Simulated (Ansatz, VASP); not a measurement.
Sc: VASP beside Ansatz

Contents of INCAR:

```
SYSTEM = Sc
  PREC = Accurate
  ENCUT = 520
  EDIFF = 1E-7
  ISMEAR = 0
  SIGMA = 0.1
  LREAL = .FALSE.
  LASPH = .TRUE.
  NELM = 60
  ALGO = Normal
  ISIF = 2
  LWAVE = .FALSE.
  LCHARG = .FALSE.
  GGA = PE
  NBANDS = 12
```

Contents of KPOINTS:

```
regular mesh
0
G
  10 10 10
  0 0 0
```

File POSCAR:

```
Sc
1.0
    0.0000000000      2.2600000000      2.2600000000
    2.2600000000      0.0000000000      2.2600000000
    2.2600000000      2.2600000000      0.0000000000
Sc
1
Direct
    0.0000000000      0.0000000000      0.0000000000
```

Contents of input.yaml:

```yaml
crystal:
  lattice:
    - [0.0, 2.26, 2.26]
    - [2.26, 0.0, 2.26]
    - [2.26, 2.26, 0.0]
  atoms:
    - { symbol: Sc, position: [0.0, 0.0, 0.0] }
kpoints:
  mp_grid: { grid: [10, 10, 10] }
scf:
  occupations: { method: gaussian, width: 0.1 }
hamiltonian:
  xc: pbe
  pseudopotentials: { kind: all_electron, lapw: { basis_error: 0.001 } }
output:
  forces: true
  stress: true
  eigenvalues: true
```

Alike in both runs: task single point; functional PBE; k mesh 10 × 10 × 10; occupations gaussian, width 0.1 eV; no spin polarisation.

```csv
,VASP,Ansatz
version,VASP 6.6.1,Ansatz 0.2.0
potentials or method,"VASP PAW PBE potentials, release 64 (Sc_sv), cutoff 520 eV","all-electron LAPW, scalar-relativistic"
```

|  | VASP | Ansatz | Ansatz less VASP |
| --- | --- | --- | --- |
| gap on the k mesh at the Fermi level (eV) | none | none | - |
| pressure (GPa) | 3.8 | 3.8 | -0.04 |

A gap of «none» marks a metal or a gap that the smearing closes. Ansatz ran all-electron here, and VASP with PAW potentials.
